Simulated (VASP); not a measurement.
# CoSbH4 (P4/mmm) in VASP: a series of runs

CoSbH4 is run at these levels: PBE; tasks: single point.

Everything below comes from runs of VASP 6.6.1. Logs are shortened: lines on timing, memory, paths and dates and some standing lists are left out, and cuts for length are marked.

## (1) The cell of the first run

Symmetry: P4/mmm, No. 123, tetragonal system. Conventional cell: a = 3.514 Å, b = 3.514 Å, c = 7.435 Å, α = 90.00°, β = 90.00°, γ = 90.00°. Co (site symmetry 4/mmm) has 4 Sb at 2.48 Å within 3.3 Å. Sb (site symmetry 4/mmm) has 4 Co at 2.48 Å within 3.3 Å. Within 1.0 Å of H (site symmetry m2m) lie 1 H at 0.74 Å.

The cell was built from a structure type or drawn by symmetry, and may not be a known phase.

## (2) Single point, PBE, collinear spin, ferromagnetic start

The input, INCAR:

```
ALGO     = Normal         # electronic algorithm
EDIFF    = 1E-6           # SCF threshold, eV
ENCUT    = 520            # plane-wave cutoff, eV
GGA      = PE             # functional
ISIF     = 2              # what is computed and relaxed
ISMEAR   = 0              # smearing method
ISPIN    = 2              # spin polarisation
LASPH    = True           # aspherical terms in the spheres
LCHARG   = False          # write CHGCAR
LMAXMIX  = 4              # l up to which the mixer works
LORBIT   = 11             # projections on sites
LREAL    = False          # projectors in reciprocal space
LWAVE    = False          # write WAVECAR
MAGMOM   = 3 0 0 0 0 0    # initial moments
NBANDS   = 22             # bands
NELM     = 150            # most SCF steps
PREC     = Accurate       # precision mode
SIGMA    = 0.2            # smearing width, eV
```

The input, KPOINTS:

```
k-points
0
Gamma
  5 5 3
```

The input, POSCAR:

```
CoSbH4
1.0
    3.5135231570      0.0000000000      0.0000000000
    0.0000000000      3.5135231570      0.0000000000
    0.0000000000      0.0000000000      7.4346108349
Co Sb H
1 1 4
Direct
    0.5000000000      0.5000000000      0.5000000000
    0.0000000000      0.0000000000      0.5000000000
    0.6059888498      0.0000000000      0.0000000000
    0.3940111502      0.0000000000      0.0000000000
    0.0000000000      0.6059888498      0.0000000000
    0.0000000000      0.3940111502      0.0000000000
```

Potentials or basis: VASP PAW PBE potentials, release 64 (Co, Sb, H).

The run is started by

```sh
$ cat potpaw_PBE.64/Co/POTCAR potpaw_PBE.64/Sb/POTCAR potpaw_PBE.64/H/POTCAR > POTCAR
$ mpirun -np 1 vasp_std > vasp.out
```

OUTCAR:

```text
EDIFF = 1E-6
   ENCUT = 520
   GGA = PE
   ISIF = 2
   ISMEAR = 0
   ISPIN = 2
   LASPH = True
   LORBIT = 11
   LREAL = False
   NELM = 150
   PREC = Accurate

 ion  position               nearest neighbor table
   1  0.500  0.500  0.500-   2 2.48   2 2.48   2 2.48   2 2.48
   2  0.000  0.000  0.500-   1 2.48   1 2.48   1 2.48   1 2.48
   3  0.606  0.000  0.000-   4 0.74
   4  0.394  0.000  0.000-   3 0.74
   5  0.000  0.606  0.000-   6 0.74
   6  0.000  0.394  0.000-   5 0.74

  LATTYP: Found a simple tetragonal cell.
 ALAT       =     3.5135231570
 C/A-ratio  =     2.1159988145

  Lattice vectors:

 A1 = (   3.5135231570,   0.0000000000,   0.0000000000)
 A2 = (   0.0000000000,   3.5135231570,   0.0000000000)
 A3 = (   0.0000000000,   0.0000000000,   7.4346108349)

Analysis of symmetry for initial positions (statically):
=====================================================================
 Subroutine PRICEL returns:
 Original cell was already a primitive cell.

 Routine SETGRP: Setting up the symmetry group for a
 simple tetragonal supercell.

 Subroutine GETGRP returns: Found 16 space group operations
 (whereof 16 operations were pure point group operations)
 out of a pool of 16 trial point group operations.

The static configuration has the point symmetry D_4h.

Analysis of symmetry for dynamics (positions and initial velocities):
=====================================================================
 Subroutine PRICEL returns:
 Original cell was already a primitive cell.

 Routine SETGRP: Setting up the symmetry group for a
 simple tetragonal supercell.

 Subroutine GETGRP returns: Found 16 space group operations
 (whereof 16 operations were pure point group operations)
 out of a pool of 16 trial point group operations.

The dynamic configuration has the point symmetry D_4h.

Analysis of structural, dynamic, and magnetic symmetry:
=====================================================================
 Subroutine PRICEL returns:
 Original cell was already a primitive cell.

 Routine SETGRP: Setting up the symmetry group for a
 simple tetragonal supercell.

 Subroutine GETGRP returns: Found 16 space group operations
 (whereof 16 operations were pure point group operations)
 out of a pool of 16 trial point group operations.
[... 126 lines left out ...]
   LRPA    =     F    only Hartree local field effects (RPA)
 spin polarized calculation
 Gauss-broadening in eV      SIGMA  =   0.20
  energy-cutoff  :      520.00
  volume of cell :       91.78
 maximum number of plane-waves:      2496
 NGX is ok and might be reduce to    28
   NGX = 13   NGY = 13   NGZ = 27

 number of electron      17.9999990 magnetization       0.0026148

 number of electron      17.9999990 magnetization      -0.0014931

 Free energy of the ion-electron system (eV)
  ---------------------------------------------------
  ext. energy  EPLUGINS =         0.00000000
  ---------------------------------------------------
  free energy    TOTEN  =       -22.81979399 eV

  energy without entropy =      -22.78509481  energy(sigma->0) =      -22.80244440

 E-fermi :   1.6248     XC(G=0):  -7.6849

 val. band max:        1.4380587914   @ k =   0.2000   0.0000   0.3333
 cond. band min:       1.7347720595   @ k =   0.2000   0.2000   0.0000
 fundamental gap:      0.2967132681
 Fermi energy:         1.6247908648

 spin component 1

 k-point     1 :       0.0000    0.0000    0.0000
  band No.  band energies     occupation
      1      -9.4585      1.00000
      2      -6.4200      1.00000
      3      -2.0942      1.00000
      4      -0.9318      1.00000
      5      -0.3691      1.00000
      6       0.3174      1.00000
[... 277 lines left out ...]
     20      12.2692      0.00000
     21      14.5956      0.00000
 Fermi energy:         1.6247908648

 spin component 2

 k-point     1 :       0.0000    0.0000    0.0000
  band No.  band energies     occupation
      1      -9.4582      1.00000
      2      -6.4200      1.00000
      3      -2.0943      1.00000
      4      -0.9315      1.00000
      5      -0.3702      1.00000
      6       0.3161      1.00000
[... 277 lines left out ...]
     20      12.2693      0.00000
     21      14.5955      0.00000
 [bands above 21 left out]

------------------------ aborting loop because EDIFF is reached ----------------------------------------

  FORCE on cell =-STRESS in cart. coord.  units (eV):
  Direction    XX          YY          ZZ          XY          YZ          ZX
  --------------------------------------------------------------------------------------
  -------------------------------------------------------------------------------------
  Total       -0.1393506     -0.1393506      0.3672297      0.0000000     -0.0000000      0.0000000
  in kB       -2.4326263     -2.4326263      6.4106866      0.0000000     -0.0000000      0.0000000
  external PRESSURE =       0.5151447 kB  Pullay stress =       0.0000000 kB

 VOLUME and BASIS-vectors are now :
 -----------------------------------------------------------------------------
  energy-cutoff  :      520.00
  volume of cell :       91.78
      direct lattice vectors                 reciprocal lattice vectors
     3.513523157  0.000000000  0.000000000     0.284614603  0.000000000  0.000000000
     0.000000000  3.513523157  0.000000000     0.000000000  0.284614603  0.000000000
     0.000000000  0.000000000  7.434610835     0.000000000  0.000000000  0.134506032

 POSITION                                       TOTAL-FORCE (eV/Angst)
 -----------------------------------------------------------------------------------
      1.75676      1.75676      3.71731        -0.000000     -0.000000      0.000000
      0.00000      0.00000      3.71731        -0.000000     -0.000000      0.000000
      2.12916      0.00000      0.00000        -0.019432     -0.000000      0.000000
      1.38437      0.00000      0.00000         0.019432     -0.000000     -0.000000
      0.00000      2.12916      0.00000         0.000000     -0.019432     -0.000000
      0.00000      1.38437      0.00000         0.000000      0.019432     -0.000000
 -----------------------------------------------------------------------------------
    total drift:                                0.000000      0.000000      0.000000

  FREE ENERGIE OF THE ION-ELECTRON SYSTEM (eV)
  ---------------------------------------------------
  free  energy   TOTEN  =       -22.8197939904 eV

  energy  without entropy=      -22.7850948098  energy(sigma->0) =      -22.80244440

 total charge

# of ion       s       p       d       tot
------------------------------------------
    1        0.389   0.308   7.525   8.223
    2        1.146   1.259   0.050   2.455
    3        0.616   0.030   0.000   0.646
    4        0.616   0.030   0.000   0.646
    5        0.616   0.030   0.000   0.646
    6        0.616   0.030   0.000   0.646
--------------------------------------------------
tot          4.000   1.688   7.575  13.263

 magnetization (x)

# of ion       s       p       d       tot
------------------------------------------
    1       -0.000  -0.000  -0.002  -0.002
    2        0.000   0.000   0.000   0.000
    3        0.000  -0.000   0.000   0.000
    4        0.000  -0.000   0.000   0.000
    5        0.000  -0.000   0.000   0.000
    6        0.000  -0.000   0.000   0.000
--------------------------------------------------
tot         -0.000   0.000  -0.002  -0.001
```

It took 89 s on 1 thread of Intel Xeon 8259CL, shared host; peak memory 0.25 GiB.

Results:

```yaml
Free_energy: -22.8198 eV
Pressure: 0.1 GPa
Largest_force: 0.019 eV/Å
Band_gap_on_the_k_mesh: zero (filled and empty bands overlap)
Net_moment: 0.00 μB per cell
Valence_electrons_inside_the_program's_atomic_spheres: Co 8.22; Sb 2.46; H 0.65
```

Forces in eV/Å, atoms in the order of the input:
```
Co   0.000  0.000  0.000
Sb   0.000  0.000  0.000
H   -0.019  0.000  0.000
H    0.019  0.000  0.000
H    0.000 -0.019  0.000
H    0.000  0.019  0.000
```

Levels at points of the mesh, in eV from the Fermi level:
Spin up:
| k point | band 5 | band 6 | band 7 | band 8 | band 9 | band 10 | band 11 | band 12 | band 13 | band 14 |
| --- | --- | --- | --- | --- | --- | --- | --- | --- | --- | --- |
| (0.00, 0.00, 0.00) | -1.99 | -1.31 | -0.54 | -0.54 | -0.45 | 0.99 | 0.99 | 5.65 | 5.87 | 6.31 |
Spin down:
```
           k point  band 7  band 8  band 9  band 10  band 11  band 12
(0.00, 0.00, 0.00)   -0.54   -0.54   -0.45     0.99     0.99     5.65
```

Caveat: spin-orbit coupling is left out, which moves the levels of the heavy elements.

## (3) Single point, PBE

This run uses another cell than the first one, of 11.53 Å³/atom.

The input, INCAR:

```
SYSTEM = CoSbH4
  PREC = Accurate
  ENCUT = 520
  EDIFF = 1E-6
  ISMEAR = 0
  SIGMA = 0.1
  LREAL = .FALSE.
  LASPH = .TRUE.
  NELM = 80
  ALGO = Normal
  ISIF = 2
  LWAVE = .FALSE.
  LCHARG = .TRUE.
  GGA = PE
  LELF = .TRUE.
  LVHAR = .TRUE.
  NBANDS = 18
```

The input, KPOINTS:

```
Automatic mesh
0
G
  12 12 4
  0 0 0
```

The input, POSCAR:

```
CoSbH4
1.0
    2.7539689961      0.0000000000      0.0000000000
    0.0000000000      2.7539689961      0.0000000000
    0.0000000000      0.0000000000      9.1214562905
Co Sb H
1 1 4
Direct
    0.5000000000      0.5000000000      0.5000000000
    0.0000000000      0.0000000000      0.0000000000
    0.5000000000      0.0000000000      0.6023635662
    0.0000000000      0.5000000000      0.3976364338
    0.5000000000      0.0000000000      0.3976364338
    0.0000000000      0.5000000000      0.6023635662
```

Potentials or basis: VASP PAW PBE potentials, release 64 (Co, Sb, H).

The run is started by

```sh
$ cat potpaw_PBE.64/Co/POTCAR potpaw_PBE.64/Sb/POTCAR potpaw_PBE.64/H/POTCAR > POTCAR
$ mpirun -np 1 vasp_std > vasp.out
```

It took 2.3 min on 1 thread of Intel Xeon 8259CL, shared host; peak memory 0.26 GiB.

Results (log left out):

| Property | Result |
| --- | --- |
| Free energy | -22.8274 eV |
| Pressure | -0.1 GPa |
| Largest force | 0.004 eV/Å |
| Band gap on the k mesh | zero (bands 9 and 10 overlap by 1.58 eV) |

Forces on the atoms (eV/Å):
```
Co   0.000  0.000  0.000
Sb   0.000  0.000  0.000
H    0.000  0.000 -0.004
H    0.000  0.000  0.004
H    0.000  0.000  0.004
H    0.000  0.000 -0.004
```

Stress tensor (GPa, compression positive):
```
 0.01  0.00  0.00
 0.00  0.01  0.00
 0.00  0.00 -0.24
```

Levels at points of the mesh, in eV from the Fermi level:
```
           k point  band 7  band 8  band 9  band 10  band 11  band 12
(0.00, 0.00, 0.00)   -1.00   -1.00   -0.57     3.81     5.50     6.74
(0.50, 0.00, 0.00)   -1.28   -1.16   -0.89    -0.11     0.52     4.05
(0.50, 0.50, 0.00)   -2.90   -2.69   -0.74    -0.45     3.15     3.40
(0.00, 0.00, 0.50)   -1.00   -1.00   -0.57     4.79     5.49     6.40
(0.50, 0.00, 0.50)   -1.28   -1.16   -0.89    -0.06     0.51     3.78
(0.50, 0.50, 0.50)   -2.96   -2.69   -0.74    -0.45     3.14     3.40
```

Caveat: spin-orbit coupling is left out, which moves the levels of the heavy elements; the run has no spin polarisation, though such a crystal can be magnetic. Spin polarisation is off, so any magnetic state and its effect on volume and gap are missing.

## (4) Single point, PBE

This run uses another cell than the first one, of 18.41 Å³/atom.

The input, INCAR:

```
PREC = Accurate
ENCUT = 520
EDIFF = 1E-6
ISMEAR = 0
SIGMA = 0.1
LREAL = False
LASPH = True
NELM = 60
ALGO = Normal
ISIF = 2
LWAVE = False
LCHARG = False
GGA = PE
NBANDS = 18
```

The input, KPOINTS:

```
regular mesh
0
Gamma
  10 10 4
```

The input, POSCAR:

```
CoSbH4
1.0
    3.5185509325      0.0000000000      0.0000000000
    0.0000000000      3.5185509325      0.0000000000
    0.0000000000      0.0000000000      8.9210019236
Co Sb H
1 1 4
Direct
    0.5000000000      0.5000000000      0.5000000000
    0.0000000000      0.0000000000      0.5000000000
    0.6058109880      0.0000000000      0.0000000000
    0.3941890120      0.0000000000      0.0000000000
    0.0000000000      0.6058109880      0.0000000000
    0.0000000000      0.3941890120      0.0000000000
```

The run is started by

```sh
$ cat potpaw_PBE.64/Co/POTCAR potpaw_PBE.64/Sb/POTCAR potpaw_PBE.64/H/POTCAR > POTCAR
$ mpirun -np 1 vasp_std > vasp.out
```

Run time: 2.7 min. Hardware: 1 thread of Intel Xeon 8259CL, shared host; peak memory 0.32 GiB.

The run converged. Its results:

```yaml
Free_energy: -22.8366 eV
Pressure: -0.2 GPa
Largest_force: 0.014 eV/Å
Band_gap_on_the_k_mesh: zero (bands 9 and 10 overlap by 0.38 eV)
```

Forces in eV/Å, atoms in the order of the input:
```
Co   0.000  0.000  0.000
Sb   0.000  0.000  0.000
H   -0.014  0.000  0.000
H    0.014  0.000  0.000
H    0.000 -0.014  0.000
H    0.000  0.014  0.000
```

Stress tensor (GPa, compression positive):
```
-0.24  0.00  0.00
 0.00 -0.24  0.00
 0.00  0.00 -0.08
```

Levels at points of the mesh, in eV from the Fermi level:
```csv
k point,band 7,band 8,band 9,band 10,band 11,band 12
"(0.00, 0.00, 0.00)",-0.42,-0.42,-0.39,1.11,1.11,4.68
"(0.50, 0.00, 0.00)",-0.63,-0.40,-0.18,1.47,2.88,5.33
"(0.50, 0.50, 0.00)",-0.83,-0.56,-0.19,0.43,0.77,1.28
"(0.00, 0.00, 0.50)",-0.42,-0.42,-0.42,1.11,1.11,3.60
"(0.50, 0.00, 0.50)",-0.63,-0.40,-0.19,1.49,2.97,5.33
"(0.50, 0.50, 0.50)",-0.83,-0.56,-0.18,0.43,0.74,1.28
```

Caveat: spin-orbit coupling is left out, which moves the levels of the heavy elements; the run has no spin polarisation, though such a crystal can be magnetic.
